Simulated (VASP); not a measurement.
Set up this calculation in VASP 6.6.1, as the native input.

| Property | Result |
| --- | --- |
| Task | single point |
| Functional | PBE |
| Potentials or basis | VASP PAW PBE potentials, release 64 (Pr_3, Sc_sv, O), 4f in core |
| Cutoff | 600 eV |
| k mesh | 10 × 10 × 8 |
| Occupations | gaussian, width 0.1 eV |
| Spin | no spin polarisation |
| Dipole correction | no |
| Further INCAR settings | ALGO = Normal; EDIFF = 1e-06; NBANDS = 21 |

The structure of PrScO lies in POSCAR:

```
PrScO
1.0
    3.8793784292      0.0000000000      0.0000000000
    0.0000000000      3.8793784292      0.0000000000
    0.0000000000      0.0000000000      4.2675798487
Pr Sc O
1 1 1
Direct
    0.0000000000      0.0000000000      0.5000000000
    0.5000000000      0.5000000000      0.0000000000
    0.5000000000      0.5000000000      0.5000000000
```

These files were run (other wordings do the same):

INCAR

```
PREC = Accurate
ENCUT = 600
EDIFF = 1E-6
ISMEAR = 0
SIGMA = 0.1
LREAL = False
LASPH = True
NELM = 200
ALGO = Normal
ISIF = 2
LWAVE = False
LCHARG = False
GGA = PE
NBANDS = 21
GGA_COMPAT = False
LMAXMIX = 6
```

KPOINTS

```
regular mesh
0
Gamma
  10 10 8
```

Potentials or basis: VASP PAW PBE potentials, release 64 (Pr_3, Sc_sv, O), 4f in core.

The run is started by

```console
$ cat potpaw_PBE.64/Pr_3/POTCAR potpaw_PBE.64/Sc_sv/POTCAR potpaw_PBE.64/O/POTCAR > POTCAR
$ mpirun -np 1 vasp_std > vasp.out
```

Results of the run:

```
Pressure               : -6.3 GPa
Band gap on the k mesh : zero (bands 14 and 15 overlap by 1.05 eV)
```

Caveat: the cell stands under tension; spin-orbit coupling is left out, which moves the levels of the heavy elements; the 4f electrons are frozen in the core, so they carry no moment and show no levels; the run has no spin polarisation, though such a crystal can be magnetic.

It took 57 s on 1 thread of Intel(R) Xeon(R) 6975P-C (Granite Rapids), with other jobs on the host, peak memory 0.33 GiB.
